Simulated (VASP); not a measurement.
# SiC (Moissanite 6H) (P6_3mc) in VASP: further runs, part 2 of 3

VASP 6.6.1. The steps go on from the part before.

**3. Single point, PBE**

INCAR

```
ALGO = Normal ; EDIFF = 1E-6
ENCUT = 600 ; GGA = PE
GGA_COMPAT = F ; ISIF = 2
ISMEAR = 0 ; LASPH = T
LCHARG = F ; LREAL = F
LWAVE = F ; NBANDS = 36
NELM = 120 ; PREC = Accurate
SIGMA = 0.01
```

KPOINTS

```
k-points
0
Gamma
  8 8 2
```

POSCAR

```
SiC
1.0
    3.0938374166      0.0000000000      0.0000000000
   -1.5469187083      2.6793417980      0.0000000000
    0.0000000000      0.0000000000     15.1814031222
Si C
6 6
Direct
    0.0000000000      0.0000000000      0.1250372901
    0.0000000000      0.0000000000      0.6250372901
    0.3333333333      0.6666666667      0.2918105090
    0.6666666667      0.3333333333      0.7918105090
    0.3333333333      0.6666666667      0.9583040634
    0.6666666667      0.3333333333      0.4583040634
    1.0000000000      1.0000000000      0.9996867599
    1.0000000000      1.0000000000      0.4996867599
    0.3333333333      0.6666666667      0.1668398105
    0.6666666667      0.3333333333      0.6668398105
    0.3333333333      0.6666666667      0.8333215671
    0.6666666667      0.3333333333      0.3333215671
```

Potentials or basis: VASP PAW PBE potentials, release 64 (Si, C).

Command:

```console
> cat potpaw_PBE.64/Si/POTCAR potpaw_PBE.64/C/POTCAR > POTCAR
> mpirun -np 1 vasp_std > vasp.out
```

OUTCAR:

```text
EDIFF = 1E-6
   ENCUT = 600
   GGA = PE
   ISIF = 2
   ISMEAR = 0
   LASPH = T
   LREAL = F
   NELM = 120
   PREC = Accurate

 ion  position               nearest neighbor table
   1  0.000  0.000  0.125-   9 1.90   9 1.90   9 1.90   7 1.90   5 3.10   5 3.10   5 3.10   3 3.10
                             3 3.10   3 3.10
   2  0.000  0.000  0.625-  10 1.90  10 1.90  10 1.90   8 1.90   6 3.10   6 3.10   6 3.10   4 3.10
                             4 3.10   4 3.10
   3  0.333  0.667  0.292-  12 1.89  12 1.89  12 1.89   9 1.90   6 3.10   6 3.10   6 3.10   1 3.10
                             1 3.10   1 3.10
   4  0.667  0.333  0.792-  11 1.89  11 1.89  11 1.89  10 1.90   5 3.10   5 3.10   5 3.10   2 3.10
                             2 3.10   2 3.10
   5  0.333  0.667  0.958-   7 1.89   7 1.89   7 1.89  11 1.90   4 3.10   4 3.10   4 3.10   1 3.10
                             1 3.10   1 3.10
   6  0.667  0.333  0.458-   8 1.89   8 1.89   8 1.89  12 1.90   3 3.10   3 3.10   3 3.10   2 3.10
                             2 3.10   2 3.10
   7  0.000  0.000  1.000-   5 1.89   5 1.89   5 1.89   1 1.90
   8  0.000  0.000  0.500-   6 1.89   6 1.89   6 1.89   2 1.90
   9  0.333  0.667  0.167-   1 1.90   1 1.90   1 1.90   3 1.90
  10  0.667  0.333  0.667-   2 1.90   2 1.90   2 1.90   4 1.90
  11  0.333  0.667  0.833-   4 1.89   4 1.89   4 1.89   5 1.90
  12  0.667  0.333  0.333-   3 1.89   3 1.89   3 1.89   6 1.90

  LATTYP: Found a hexagonal cell.
 ALAT       =     3.0938374166
 C/A-ratio  =     4.9069815501

  Lattice vectors:

 A1 = (   3.0938374166,   0.0000000000,   0.0000000000)
 A2 = (  -1.5469187083,   2.6793417980,   0.0000000000)
 A3 = (   0.0000000000,   0.0000000000,  15.1814031222)

Analysis of symmetry for initial positions (statically):
=====================================================================
 Subroutine PRICEL returns:
 Original cell was already a primitive cell.

 Routine SETGRP: Setting up the symmetry group for a
 hexagonal supercell.

 Subroutine GETGRP returns: Found 12 space group operations
 (whereof  6 operations were pure point group operations)
 out of a pool of 24 trial point group operations.

The static configuration has the point symmetry C_3v.
 The point group associated with its full space group is C_6v.

Analysis of symmetry for dynamics (positions and initial velocities):
=====================================================================
 Subroutine PRICEL returns:
 Original cell was already a primitive cell.

 Routine SETGRP: Setting up the symmetry group for a
 hexagonal supercell.

 Subroutine GETGRP returns: Found 12 space group operations
 (whereof  6 operations were pure point group operations)
 out of a pool of 24 trial point group operations.

The dynamic configuration has the point symmetry C_3v.
 The point group associated with its full space group is C_6v.

 Subroutine INISYM returns: Found 12 space group operations
 (whereof  6 operations are pure point group operations),
 and found     1 'primitive' translations

----------------------------------------------------------------------------------------

                                     Primitive cell

  volume of cell :     125.8455

  direct lattice vectors                    reciprocal lattice vectors
     3.093837417  0.000000000  0.000000000     0.323223190  0.186612996  0.000000000
    -1.546918708  2.679341798  0.000000000     0.000000000  0.373225992  0.000000000
[... 88 lines left out ...]
   NGX,Y,Z   is equivalent  to a cutoff of  15.05, 15.05, 13.80 a.u.
   NGXF,Y,Z  is equivalent  to a cutoff of  30.09, 30.09, 27.60 a.u.
 SYSTEM =  unknown system
   PREC   = accura    normal or accurate (medium, high low for compatibility)
   ISTART =      0    job   : 0-new  1-cont  2-samecut
   ICHARG =      2    charge: 1-file 2-atom 10-const
   ISPIN  =      1    spin polarized calculation?
   LNONCOLLINEAR =      F non collinear calculations
   LSORBIT =      F    spin-orbit coupling
   LASPH  =      T    aspherical Exc in radial PAW
   ENCUT  =  600.0 eV  44.10 Ry    6.64 a.u.   6.18  6.18 30.32*2*pi/ulx,y,z
   NELM   =    120;   NELMIN=  2; NELMDL= -5     # of ELM steps
   EDIFF  = 0.1E-05   stopping-criterion for ELM
   LREAL  =      F    real-space projection
   EDIFFG = 0.1E-04   stopping-criterion for IOM
   NSW    =      0    number of steps for IOM
   IBRION =     -1    ionic relax: 0-MD 1-quasi-New 2-CG
   NFREE  =      0    steps in history (QN), initial steepest desc. (CG)
   ISIF   =      2    stress and relaxation
   ISYM   =      2    0-nonsym 1-usesym 2-fastsym
   POTIM  = 0.5000    time-step for ionic-motion
   TEBEG  =    0.0;   TEEND  =   0.0 temperature during run
   PSTRESS=    0.0 pullay stress
   NELECT =      48.0000    total number of electrons
   NUPDOWN=      -1.0000    fix difference up-down
   EMIN   =  10.00;   EMAX   =-10.00  energy-range for DOS
   EFERMI =   0.00;   METHOD = LEGACY
   ISMEAR =     0;   SIGMA  =   0.01  broadening in eV -4-tet -1-fermi 0-gaus
   EFERMI_NEDOS =   21; number of points for ismear=-14 and -15
   IALGO  =     38    algorithm
   IMIX   =      4    mixing-type and parameters
     AMIX     =   0.40;   BMIX     =  1.00
     AMIX_MAG =   1.60;   BMIX_MAG =  1.00
  volume/ion in A,a.u.               =      10.49        70.77
  Fermi-wavevector in a.u.,A,eV,Ry     =   1.187252  2.243580 19.178312  1.409566
  Thomas-Fermi vector in A             =   2.323407
   LORBIT       =      0    0 simple, 1 ext, 2 COOP (PROOUT), +10 PAW based schemes
   GGA     = PE    functional components
   LHFCALC =     F    Hartree Fock is set to
   AEXX    =    0.0000 exact exchange contribution
   IVDW    =     0    specifies the selected vdW correction
   LEPSILON=     F    determine dielectric tensor
   LRPA    =     F    only Hartree local field effects (RPA)
 non-spin polarized calculation
 Gauss-broadening in eV      SIGMA  =   0.01
  energy-cutoff  :      600.00
  volume of cell :      125.85
 maximum number of plane-waves:      4225
 NGX is ok and might be reduce to    28
   NGX = 13   NGY = 13   NGZ = 61

 number of electron      47.9999999 magnetization

 Free energy of the ion-electron system (eV)
  ---------------------------------------------------
  ext. energy  EPLUGINS =         0.00000000
  ---------------------------------------------------
  free energy    TOTEN  =       -90.37836173 eV

  energy without entropy =      -90.37836173  energy(sigma->0) =      -90.37836173

 E-fermi :   8.1049     XC(G=0): -11.2952

 val. band max:        8.0011452240   @ k =   0.0000   0.0000   0.0000
 cond. band min:      10.0297616732   @ k =   0.5000   0.0000   0.0000
 fundamental gap:      2.0286164492
 Fermi energy:         8.1049496877

 k-point     1 :       0.0000    0.0000    0.0000
  band No.  band energies     occupation
      1      -7.3489      2.00000
      2      -6.8332      2.00000
      3      -6.7978      2.00000
      4      -5.3216      2.00000
      5      -5.2932      2.00000
      6      -3.8331      2.00000
[... 769 lines left out ...]
     35      16.7028      0.00000
     36      16.7028      0.00000

------------------------ aborting loop because EDIFF is reached ----------------------------------------

  FORCE on cell =-STRESS in cart. coord.  units (eV):
  Direction    XX          YY          ZZ          XY          YZ          ZX
  --------------------------------------------------------------------------------------
  -------------------------------------------------------------------------------------
  Total        0.0443385      0.0443385      0.0272741      0.0000000      0.0000000      0.0000000
  in kB        0.5644868      0.5644868      0.3472346      0.0000000      0.0000000      0.0000000
  external PRESSURE =       0.4920694 kB  Pullay stress =       0.0000000 kB

 VOLUME and BASIS-vectors are now :
 -----------------------------------------------------------------------------
  energy-cutoff  :      600.00
  volume of cell :      125.85
      direct lattice vectors                 reciprocal lattice vectors
     3.093837417  0.000000000  0.000000000     0.323223190  0.186612996  0.000000000
    -1.546918708  2.679341798  0.000000000     0.000000000  0.373225992  0.000000000
     0.000000000  0.000000000 15.181403122     0.000000000  0.000000000  0.065870064

 POSITION                                       TOTAL-FORCE (eV/Angst)
 -----------------------------------------------------------------------------------
      0.00000      0.00000      1.89824        -0.000000      0.000000      0.002666
      0.00000      0.00000      9.48894         0.000000     -0.000000      0.002666
     -0.00000      1.78623      4.43009         0.000000      0.000000      0.005057
      1.54692      0.89311     12.02079        -0.000000      0.000000      0.005057
     -0.00000      1.78623     14.54840         0.000000      0.000000      0.001635
      1.54692      0.89311      6.95770        -0.000000      0.000000      0.001635
      0.00000      0.00000     15.17665         0.000000      0.000000     -0.000220
      0.00000      0.00000      7.58595        -0.000000      0.000000     -0.000220
     -0.00000      1.78623      2.53286        -0.000000      0.000000     -0.005016
      1.54692      0.89311     10.12356         0.000000      0.000000     -0.005016
     -0.00000      1.78623     12.65099         0.000000     -0.000000     -0.004122
      1.54692      0.89311      5.06029        -0.000000      0.000000     -0.004122
 -----------------------------------------------------------------------------------
    total drift:                                0.000000      0.000000      0.000163

  FREE ENERGIE OF THE ION-ELECTRON SYSTEM (eV)
  ---------------------------------------------------
  free  energy   TOTEN  =       -90.3783617349 eV

  energy  without entropy=      -90.3783617349  energy(sigma->0) =      -90.37836173
```

Run time: 3.6 min. Hardware: 1 thread of Intel Xeon 8259CL, shared host; peak memory 0.32 GiB.

What came out:

| Item | Value |
| --- | --- |
| Free energy | -90.3784 eV |
| Pressure | 0.0 GPa |
| Largest force | 0.005 eV/Å |
| Band gap on the k mesh | 2.03 eV, indirect (least direct gap 3.12 eV) |

Forces on the atoms (eV/Å):
```
Si   0.000  0.000  0.003
Si   0.000  0.000  0.003
Si   0.000  0.000  0.005
Si   0.000  0.000  0.005
Si   0.000  0.000  0.002
Si   0.000  0.000  0.002
C    0.000  0.000  0.000
C    0.000  0.000  0.000
C    0.000  0.000 -0.005
C    0.000  0.000 -0.005
C    0.000  0.000 -0.004
C    0.000  0.000 -0.004
```

(Part 2 of 3 ends here.)
